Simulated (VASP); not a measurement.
Crystal: InSb.

```
In Sb
1.0
     3.07666    0.00000    0.00000
     0.00000    3.07666    0.00000
     0.00000    0.00000    6.21547
In Sb
1 1
Direct
  0.00000 0.00000 0.00000
  0.00000 0.00000 0.50000
```

- Program: VASP 6.6.1
- Task: relaxation of cell and atoms
- Functional: LDA
- Potentials or basis: VASP PAW LDA potentials, release 64 (In_d, Sb)
- Cutoff: 600 eV
- k mesh: 14 × 14 × 8
- Occupations: gaussian, width 0.1 eV
- Spin: no spin polarisation

At the start: pressure -3.4 GPa; volume 29.42 Å³/atom.

**Question.** How do energy, volume and symmetry change on relaxing?

**Answer.** Over 8 steps the energy falls by 23.1 meV/atom and the volume is 27.38 Å³/atom (-6.9 %); space group P4/mmm (No. 123, to 0.05 Å).

Step by step:
```
step  energy change (eV)  largest force (eV/Å)  pressure (GPa)  volume (Å³)
   1              0.0000                0.0000           -3.38        58.83
   2             -0.0419                0.0000            1.19        53.71
   3             -0.0456                0.0000            0.00        54.78
   4             -0.0456                0.0000            0.08        54.70
   5             -0.0461                0.0000            0.08        54.68
   6             -0.0461                0.0000            0.08        54.67
   7             -0.0461                0.0000           -0.03        54.78
   8             -0.0461                0.0000            0.00        54.76
```

Final structure:
```cif
data_structure
_symmetry_space_group_name_H-M 'P 1'
_symmetry_Int_Tables_number 1
_cell_length_a 3.0119
_cell_length_b 3.0119
_cell_length_c 6.0362
_cell_angle_alpha 90.000
_cell_angle_beta 90.000
_cell_angle_gamma 90.000
_cell_volume 54.76
loop_
_atom_site_label
_atom_site_type_symbol
_atom_site_fract_x
_atom_site_fract_y
_atom_site_fract_z
_atom_site_occupancy
In1 In 0.00000 0.00000 0.00000 1
Sb1 Sb 0.00000 0.00000 0.50000 1
```
